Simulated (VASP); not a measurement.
Input of a VASP 6.6.1 run:

Contents of INCAR:

```
SYSTEM = Br
PREC = Accurate
ENCUT = 520
EDIFF = 1E-7
ISMEAR = 0
SIGMA = 0.15
LREAL = .False.
LASPH = .True.
NELM = 100
ALGO = Normal
ISIF = 2
LWAVE = .False.
LCHARG = .False.
GGA = PE
IVDW = 12
NBANDS = 10
```

Contents of KPOINTS:

```
Automatic mesh
0
Gamma
  22 22 22
  0 0 0
```

POSCAR

```
Br
1.0
   -1.4690500000      1.4690500000      3.2121000000
    1.4690500000     -1.4690500000      3.2121000000
    1.4690500000      1.4690500000     -3.2121000000
Br
1
Direct
    0.0000000000      0.0000000000      0.0000000000
```

Potentials or basis: VASP PAW PBE potentials, release 64 (Br).

Launch:

```bash
$ cat potpaw_PBE.64/Br/POTCAR > POTCAR
$ mpirun -np 1 vasp_std > vasp.out
```

(1) Predict the band gap on the k mesh.

(2) What does it give for the pressure?

(3) Predict the dispersion energy per atom.

Results:

(1) zero (an odd number of electrons rules out a gap without spin polarisation).

(2) -2.1 GPa.

(3) -0.266 eV.

Caveat: the stress differs along the axes, from -5 to 3 GPa; an odd number of electrons without spin polarisation forces a metal; a magnetic or distorted state may lie lower.
